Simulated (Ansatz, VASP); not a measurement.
Two plane-wave programs on GaN

Contents of INCAR:

```
PREC = Accurate ; ENCUT = 520
EDIFF = 1E-6 ; ISMEAR = 0
SIGMA = 0.05 ; LREAL = False
LASPH = True ; NELM = 60
ALGO = Normal ; ISIF = 2
LWAVE = False ; LCHARG = False
GGA = PE ; NBANDS = 46
```

Contents of KPOINTS:

```
Automatic mesh
0
Gamma
  6 6 6
```

File POSCAR:

```
GaN
1.0
    4.5484769745      0.0000000000      0.0000000000
    0.0000000000     -4.5484769745      0.0000000000
    0.0000000000      0.0000000000     -4.5484769745
Ga N
4 4
Direct
    0.0000000000      0.0000000000      0.0000000000
    0.5000000000      0.5000000000      0.0000000000
    0.5000000000      0.0000000000      0.5000000000
    0.0000000000      0.5000000000      0.5000000000
    0.7375631903      0.7375631903      0.7500000000
    0.2500000000      0.2500000000      0.7500000000
    0.2500000000      0.7500000000      0.2500000000
    0.7500000000      0.2500000000      0.2500000000
```

Input for Ansatz:

```yaml
crystal:
  lattice:
    - [4.5484769745, 0.0, 0.0]
    - [0.0, -4.5484769745, 0.0]
    - [0.0, 0.0, -4.5484769745]
  atoms:
    - { symbol: Ga, position: [0.0, 0.0, 0.0] }
    - { symbol: Ga, position: [0.5, 0.5, 0.0] }
    - { symbol: Ga, position: [0.5, 0.0, 0.5] }
    - { symbol: Ga, position: [0.0, 0.5, 0.5] }
    - { symbol: "N", position: [0.7375631903, 0.7375631903, 0.75] }
    - { symbol: "N", position: [0.25, 0.25, 0.75] }
    - { symbol: "N", position: [0.25, 0.75, 0.25] }
    - { symbol: "N", position: [0.75, 0.25, 0.25] }
basis:
  ecutwfc: 420
kpoints:
  mp_grid: { grid: [6, 6, 6] }
hamiltonian:
  xc: pbe
scf:
  occupations: { method: gaussian, width: 0.05 }
output:
  forces: true
  stress: true
  eigenvalues: true
```

Alike in both runs: task single point; functional PBE; k mesh 6 × 6 × 6; occupations gaussian, width 0.05 eV; no spin polarisation.

|  | VASP | Ansatz |
| --- | --- | --- |
| version | VASP 6.6.1 | Ansatz 0.2.0 |
| potentials or method | VASP PAW PBE potentials, release 64 (Ga_d, N), cutoff 520 eV | scalar-relativistic, plane waves, PAW |
| valence electrons in the cell | 72 | 72 |

```csv
,VASP,Ansatz,Ansatz less VASP
gap on the k mesh at the Fermi level (eV),1.50,1.50,-0.006
least direct gap on the mesh (eV),1.50,1.50,-0.006
pressure (GPa),0.3,0.2,-0.08
"traceless stress, the component that is largest in VASP (GPa)",0.69,0.71,+0.016
rms of the force components (eV/Å),0.308,0.311,+0.0033
```

Atom by atom the forces differ by 0.003 eV/Å (rms over components).
